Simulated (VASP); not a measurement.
Mg3ZrN:

```
CELL_PARAMETERS angstrom
3.24000 0.00000 0.00000
0.00000 3.24000 0.00000
0.00000 0.00000 15.60000
ATOMIC_POSITIONS crystal
Mg 0.50000 0.00000 0.78200
Mg 0.00000 0.50000 0.21800
Mg 0.50000 0.00000 0.55400
Mg 0.00000 0.50000 0.44600
Mg 0.00000 0.50000 0.66400
Mg 0.50000 0.00000 0.33600
Zr 0.00000 0.50000 0.92600
Zr 0.50000 0.00000 0.07400
N 0.50000 0.00000 0.92600
N 0.00000 0.50000 0.07400
```

- Program: VASP 6.6.1
- Task: relaxation of cell and atoms
- Functional: PBE
- Potentials or basis: VASP PAW PBE potentials, release 64 (Mg, Zr_sv, N)
- Cutoff: 600 eV
- k mesh: 5 × 5 × 1
- Occupations: gaussian, width 0.2 eV
- Spin: no spin polarisation

At the start: pressure 5.2 GPa; volume 16.38 Å³/atom.

**Question.** How do energy, volume and symmetry change on relaxing?

**Answer.** Over 19 steps the energy falls by 75.3 meV/atom and the volume is 18.32 Å³/atom (+11.9 %); space group P4/nmm (No. 129, to 0.1 Å) before and after.

The path:
```
step  energy change (eV)  largest force (eV/Å)  pressure (GPa)  volume (Å³)
   1              0.0000                0.6793            5.21       163.76
   2             -0.2062                0.7025           -1.90       176.70
   3             -0.2107                0.6965           -1.07       174.91
   4             -0.3226                0.5037           -0.57       175.50
   5             -0.4085                0.8059            0.62       176.47
   6             -0.4858                0.7510            0.47       177.62
   7             -0.6445                0.5668            0.28       180.94
   8             -0.6084                0.3132            0.67       187.01
   9             -0.6718                0.4422            0.41       184.10
  10             -0.6765                0.5226            0.36       182.50
  11             -0.6783                0.4938            0.37       183.07
  12             -0.7083                0.2425           -0.62       184.20
  13             -0.7123                0.1969           -1.12       184.81
  14             -0.7336                0.1621           -0.44       182.97
  15             -0.7392                0.1636            0.14       181.52
  16             -0.7429                0.1438            0.12       181.71
  17             -0.7452                0.1368            0.11       182.04
  18             -0.7479                0.1131           -0.01       182.32
  19             -0.7528                0.0787           -0.36       183.18
```

Final structure:
```cif
data_structure
_symmetry_space_group_name_H-M 'P 1'
_symmetry_Int_Tables_number 1
_cell_length_a 3.2705
_cell_length_b 3.2705
_cell_length_c 17.1254
_cell_angle_alpha 90.000
_cell_angle_beta 90.000
_cell_angle_gamma 90.000
_cell_volume 183.18
loop_
_atom_site_label
_atom_site_type_symbol
_atom_site_fract_x
_atom_site_fract_y
_atom_site_fract_z
_atom_site_occupancy
Mg1 Mg 0.50000 0.00000 0.80294 1
Mg2 Mg 0.00000 0.50000 0.19706 1
Mg3 Mg 0.50000 0.00000 0.55969 1
Mg4 Mg 0.00000 0.50000 0.44031 1
Mg5 Mg 0.00000 0.50000 0.68100 1
Mg6 Mg 0.50000 0.00000 0.31900 1
Zr1 Zr 0.00000 0.50000 0.93583 1
Zr2 Zr 0.50000 0.00000 0.06417 1
N1 N 0.50000 0.00000 0.93587 1
N2 N 0.00000 0.50000 0.06413 1
```

Caveat: the k points lie up to 0.38 Å⁻¹ apart in the final cell, too coarse for converged energies and pressures of a metal; the relaxation stopped at a loose force limit of 0.08 eV/Å, so its end isn't a converged minimum.
